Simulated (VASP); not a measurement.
# AlRu (rocksalt type) (Fm-3m) in VASP: notebook, part 2 of 2

VASP 6.6.1. Earlier steps stand in the parts before.

### Step 4. Single point, PBE (12.39 Å³/atom)

This run uses another cell than the first one, of 12.39 Å³/atom.

File INCAR:

```
SYSTEM = AlRu
PREC     = Accurate       ! precision mode
ENCUT    = 520            ! plane-wave cutoff, eV
EDIFF    = 1E-7           ! SCF threshold, eV
ISMEAR   = -1             ! smearing method
SIGMA    = 0.1            ! smearing width, eV
LREAL    = .FALSE.        ! projectors in reciprocal space
LASPH    = .TRUE.         ! aspherical terms in the spheres
NELM     = 60             ! most SCF steps
ALGO     = Normal         ! electronic algorithm
ISIF     = 2              ! what is computed and relaxed
LWAVE    = .FALSE.        ! write WAVECAR
LCHARG   = .FALSE.        ! write CHGCAR
GGA      = PE             ! functional
NBANDS   = 16             ! bands
```

File KPOINTS:

```
Automatic mesh
0
G
  14 14 14
  0 0 0
```

File POSCAR:

```
AlRu
1.0
    0.0000000000      2.3141494222      2.3141494222
    2.3141494222      0.0000000000      2.3141494222
    2.3141494222      2.3141494222      0.0000000000
Ru Al
1 1
Direct
    0.0000000000      0.0000000000      0.0000000000
    0.5000000000      0.5000000000      0.5000000000
```

Launch:

```
$ cat potpaw_PBE.64/Ru_pv/POTCAR potpaw_PBE.64/Al/POTCAR > POTCAR
$ mpirun -np 1 vasp_std > vasp.out
```

Wall time 34 s (1 thread of Intel Xeon 8259CL, shared host); peak memory 0.17 GiB.

Results (log left out):

* Free energy: -11.8954 eV
* Pressure: 51.3 GPa
* Band gap on the k mesh: zero (an odd number of electrons rules out a gap without spin polarisation)

Levels at points of the mesh, in eV from the Fermi level:
| k point | band 5 | band 6 | band 7 | band 8 | band 9 | band 10 | band 11 | band 12 | band 13 | band 14 |
| --- | --- | --- | --- | --- | --- | --- | --- | --- | --- | --- |
| (0.00, 0.00, 0.00) | -2.89 | -2.89 | -2.89 | -2.36 | -2.36 | 7.79 | 7.79 | 7.79 | 9.98 | 12.66 |
| (0.50, 0.00, 0.00) | -4.82 | -3.70 | -3.70 | -0.46 | -0.46 | 1.92 | 7.82 | 8.68 | 8.68 | 12.66 |
| (0.50, 0.50, 0.00) | -4.89 | -2.96 | -1.32 | 0.10 | 0.10 | 2.88 | 2.88 | 2.99 | 11.40 | 11.91 |

Caveat: the cell stands under pressure.

### Step 5. Single point, PBE (13.63 Å³/atom)

This run uses another cell than the first one, of 13.63 Å³/atom.

File INCAR:

```
  ALGO = Normal
  EDIFF = 1E-7
  ENCUT = 520
  GGA = PE
  ISIF = 2
  ISMEAR = -1
  LASPH = T
  LCHARG = F
  LREAL = F
  LWAVE = F
  NBANDS = 16
  NELM = 80
  PREC = Accurate
  SIGMA = 0.1
```

File KPOINTS:

```
k-points
0
Gamma
  14 14 14
```

File POSCAR:

```
AlRu
1.0
    0.0000000000      2.3888504328      2.3888504328
    2.3888504328      0.0000000000      2.3888504328
    2.3888504328      2.3888504328      0.0000000000
Ru Al
1 1
Direct
    0.0000000000      0.0000000000      0.0000000000
    0.5000000000      0.5000000000      0.5000000000
```

Potentials or basis: VASP PAW PBE potentials, release 64 (Ru_pv, Al).

Launch:

```
$ cat potpaw_PBE.64/Ru_pv/POTCAR potpaw_PBE.64/Al/POTCAR > POTCAR
$ mpirun -np 1 vasp_std > vasp.out
```

OUTCAR:

```text
EDIFF = 1E-7
   ENCUT = 520
   GGA = PE
   ISIF = 2
   ISMEAR = -1
   LASPH = T
   LREAL = F
   NELM = 80
   PREC = Accurate

 ion  position               nearest neighbor table
   1  0.000  0.000  0.000-   2 2.39   2 2.39   2 2.39   2 2.39   2 2.39   2 2.39
   2  0.500  0.500  0.500-   1 2.39   1 2.39   1 2.39   1 2.39   1 2.39   1 2.39

  LATTYP: Found a face centered cubic cell.
 ALAT       =     4.7777008656

  Lattice vectors:

 A1 = (   0.0000000000,   2.3888504328,   2.3888504328)
 A2 = (   2.3888504328,   0.0000000000,   2.3888504328)
 A3 = (   2.3888504328,   2.3888504328,   0.0000000000)

Analysis of symmetry for initial positions (statically):
=====================================================================
 Subroutine PRICEL returns:
 Original cell was already a primitive cell.

 Routine SETGRP: Setting up the symmetry group for a
 face centered cubic supercell.

 Subroutine GETGRP returns: Found 48 space group operations
 (whereof 48 operations were pure point group operations)
 out of a pool of 48 trial point group operations.

The static configuration has the point symmetry O_h .

Analysis of symmetry for dynamics (positions and initial velocities):
=====================================================================
 Subroutine PRICEL returns:
 Original cell was already a primitive cell.

 Routine SETGRP: Setting up the symmetry group for a
 face centered cubic supercell.

 Subroutine GETGRP returns: Found 48 space group operations
 (whereof 48 operations were pure point group operations)
 out of a pool of 48 trial point group operations.

The dynamic configuration has the point symmetry O_h .

 Subroutine INISYM returns: Found 48 space group operations
 (whereof 48 operations are pure point group operations),
[... 110 lines left out ...]
   EFERMI =   0.00;   METHOD = LEGACY
   ISMEAR =    -1;   SIGMA  =   0.10  broadening in eV -4-tet -1-fermi 0-gaus
   EFERMI_NEDOS =   21; number of points for ismear=-14 and -15
   IALGO  =     38    algorithm
   IMIX   =      4    mixing-type and parameters
     AMIX     =   0.40;   BMIX     =  1.00
     AMIX_MAG =   1.60;   BMIX_MAG =  1.00
  volume/ion in A,a.u.               =      13.63        91.99
  Fermi-wavevector in a.u.,A,eV,Ry     =   1.398596  2.642963 26.613946  1.956070
  Thomas-Fermi vector in A             =   2.521738
   LORBIT       =      0    0 simple, 1 ext, 2 COOP (PROOUT), +10 PAW based schemes
   GGA     = PE    functional components
   LHFCALC =     F    Hartree Fock is set to
   AEXX    =    0.0000 exact exchange contribution
   IVDW    =     0    specifies the selected vdW correction
   LEPSILON=     F    determine dielectric tensor
   LRPA    =     F    only Hartree local field effects (RPA)
 non-spin polarized calculation
  energy-cutoff  :      520.00
  volume of cell :       27.26
 maximum number of plane-waves:       754
 NGX is ok and might be reduce to    28
   NGX = 13   NGY = 13   NGZ = 13

 number of electron      17.0000001 magnetization

 Free energy of the ion-electron system (eV)
  ---------------------------------------------------
  ext. energy  EPLUGINS =         0.00000000
  ---------------------------------------------------
  free energy    TOTEN  =       -12.46370217 eV

  energy without entropy =      -12.40604807  energy(sigma->0) =      -12.43487512

 E-fermi :  10.7819     XC(G=0): -12.3698

 val. band max:       10.7812315694   @ k =   0.5000   0.4286   0.0000
 cond. band min:      10.7887542684   @ k =  -0.2857   0.2143   0.0000
 fundamental gap:      0.0075226991
 Fermi energy:        10.7818696784

 k-point     1 :       0.0000    0.0000    0.0000
  band No.  band energies     occupation
      1     -31.1790      2.00000
      2     -31.1790      2.00000
      3     -31.1790      2.00000
      4       1.0102      2.00000
      5       8.3180      2.00000
      6       8.3180      2.00000
[... 433 lines left out ...]
      3     -31.1950      2.00000
      4       2.5951      2.00000
      5       7.4163      2.00000
      6       7.6493      2.00000
[... 8 lines left out ...]
     15      23.4251      0.00000
     16      23.7672      0.00000

 [... further k-points ...]

------------------------ aborting loop because EDIFF is reached ----------------------------------------

  FORCE on cell =-STRESS in cart. coord.  units (eV):
  Direction    XX          YY          ZZ          XY          YZ          ZX
  --------------------------------------------------------------------------------------
  -------------------------------------------------------------------------------------
  Total        4.0865222      4.0865222      4.0865222      0.0000000      0.0000000     -0.0000000
  in kB      240.1416925    240.1416925    240.1416925      0.0000000      0.0000000     -0.0000000
  external PRESSURE =     240.1416925 kB  Pullay stress =       0.0000000 kB

 VOLUME and BASIS-vectors are now :
 -----------------------------------------------------------------------------
  energy-cutoff  :      520.00
  volume of cell :       27.26
      direct lattice vectors                 reciprocal lattice vectors
     0.000000000  2.388850433  2.388850433    -0.209305695  0.209305695  0.209305695
     2.388850433  0.000000000  2.388850433     0.209305695 -0.209305695  0.209305695
     2.388850433  2.388850433  0.000000000     0.209305695  0.209305695 -0.209305695

 POSITION                                       TOTAL-FORCE (eV/Angst)
 -----------------------------------------------------------------------------------
      0.00000      0.00000      0.00000        -0.000000      0.000000      0.000000
      2.38885      2.38885      2.38885         0.000000     -0.000000     -0.000000
 -----------------------------------------------------------------------------------
    total drift:                               -0.000000     -0.000000      0.000000

  FREE ENERGIE OF THE ION-ELECTRON SYSTEM (eV)
  ---------------------------------------------------
  free  energy   TOTEN  =       -12.4637021728 eV

  energy  without entropy=      -12.4060480706  energy(sigma->0) =      -12.43487512
```

stdout:

```text
POSCAR found type information on POSCAR RuAl
 POSCAR found :  2 types and       2 ions
 scaLAPACK will be used
 LDA part: xc-table for (Slater+PW92), standard interpolation
 POSCAR, INCAR and KPOINTS ok, starting setup
 FFT: planning ... GRIDC
 FFT: planning ... GRID_SOFT
 FFT: planning ... GRID
 WAVECAR not read
 entering main loop
```

Run time: 62 s. Hardware: 1 thread of Intel Xeon 8259CL, shared host; peak memory 0.19 GiB.

What came out:

```
Free energy            : -12.4637 eV
Pressure               : 24.0 GPa
Band gap on the k mesh : zero (an odd number of electrons rules out a gap without spin polarisation)
```

Levels at points of the mesh, in eV from the Fermi level:
```
           k point  band 7  band 8  band 9  band 10  band 11  band 12
(0.00, 0.00, 0.00)   -2.46   -2.04   -2.04     7.24     7.24     7.24
(0.50, 0.00, 0.00)   -3.28   -0.39   -0.39     1.61     7.63     8.37
(0.50, 0.50, 0.00)   -1.15    0.10    0.10     2.61     2.66     2.66
```

Caveat: the cell stands under pressure.

### Step 6. Single point, PBE (14.56 Å³/atom)

This run uses another cell than the first one, of 14.56 Å³/atom.

File INCAR:

```
  PREC = Accurate
  ENCUT = 520
  EDIFF = 1E-6
  ISMEAR = -1
  SIGMA = 0.1
  LREAL = False
  LASPH = True
  NELM = 60
  ALGO = Normal
  ISIF = 2
  LWAVE = False
  LCHARG = False
  GGA = PE
  NBANDS = 16
```

File KPOINTS:

```
Automatic mesh
0
Gamma
  14 14 14
```

File POSCAR:

```
AlRu
1.0
    0.0000000000      2.4419532931      2.4419532931
    2.4419532931      0.0000000000      2.4419532931
    2.4419532931      2.4419532931      0.0000000000
Ru Al
1 1
Direct
    0.0000000000      0.0000000000      0.0000000000
    0.5000000000      0.5000000000      0.5000000000
```

Potentials or basis: VASP PAW PBE potentials, release 64 (Ru_pv, Al).

Launch:

```
$ cat potpaw_PBE.64/Ru_pv/POTCAR potpaw_PBE.64/Al/POTCAR > POTCAR
$ mpirun -np 1 vasp_std > vasp.out
```

Wall time 55 s (1 thread of Intel Xeon 8259CL, shared host); peak memory 0.19 GiB.

The run converged. Its results:

```
Free energy            : -12.6581 eV
Pressure               : 10.1 GPa
Band gap on the k mesh : zero (an odd number of electrons rules out a gap without spin polarisation)
```

Levels at points of the mesh, in eV from the Fermi level:
```
           k point  band 5  band 6  band 7  band 8  band 9  band 10  band 11  band 12  band 13  band 14
(0.00, 0.00, 0.00)   -2.20   -2.20   -2.20   -1.85   -1.85     6.88     6.88     6.88    10.07    12.64
(0.50, 0.00, 0.00)   -4.60   -3.02   -3.02   -0.35   -0.35     1.43     7.49     8.14     8.14    11.23
(0.50, 0.50, 0.00)   -3.78   -2.58   -1.04    0.09    0.09     2.37     2.52     2.52     9.20    10.57
```

Caveat: the cell stands under pressure.

### Step 7. Overview

```csv
cell,gap on the mesh (eV),pressure (GPa)
"a = 3.160 Å, angles 60.0°, 2 atoms",none,94.2
"a = 3.273 Å, angles 60.0°, 2 atoms",none,51.3
"a = 3.378 Å, angles 60.0°, 2 atoms",none,24.0
"a = 3.453 Å, angles 60.0°, 2 atoms",none,10.1
```

Alike in all rows: task single point; level PBE; potentials or basis VASP PAW PBE potentials, release 64 (Ru_pv, Al); no spin polarisation; k mesh 14 × 14 × 14; cutoff (eV) 520; smearing fermi-dirac 0.1 eV.

Caveats: the cell stands under pressure.

Total energies depend on the potentials used, so only differences within one code and one set of settings carry meaning.
